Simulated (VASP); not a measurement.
A run of VASP 6.6.1 is set up as follows.

The input INCAR:

```
PREC = Accurate ; ENCUT = 520
EDIFF = 1E-6 ; ISMEAR = 0
SIGMA = 0.01 ; LREAL = False
LASPH = True ; NELM = 100
ALGO = Normal ; ISIF = 2
LWAVE = False ; LCHARG = False
GGA = PE ; NBANDS = 16
```

File KPOINTS:

```
regular mesh
0
Gamma
  6 6 4
```

The input POSCAR:

```
C
1.0
    2.5031953547      0.0000000000      0.0000000000
   -1.2515976774      2.1678307678      0.0000000000
    0.0000000000      0.0000000000      4.1688692743
C
4
Direct
    0.3333333333      0.6666666667      0.0002313159
    0.6666666667      0.3333333333      0.5002313159
    0.3333333333      0.6666666667      0.3747686841
    0.6666666667      0.3333333333      0.8747686841
```

Potentials or basis: VASP PAW PBE potentials, release 64 (C).

Run with:

```bash
$ cat potpaw_PBE.64/C/POTCAR > POTCAR
$ mpirun -np 1 vasp_std > vasp.out
```

(1) Predict the pressure.

(2) What does it give for the largest force?

(3) What does it give for the band gap on the k mesh?

Answers

(1) 4.9 GPa.

(2) 0.006 eV/Å.

(3) 3.31 eV, indirect (least direct gap 4.99 eV).

Caveat: the k points lie up to 0.48 Å⁻¹ apart.
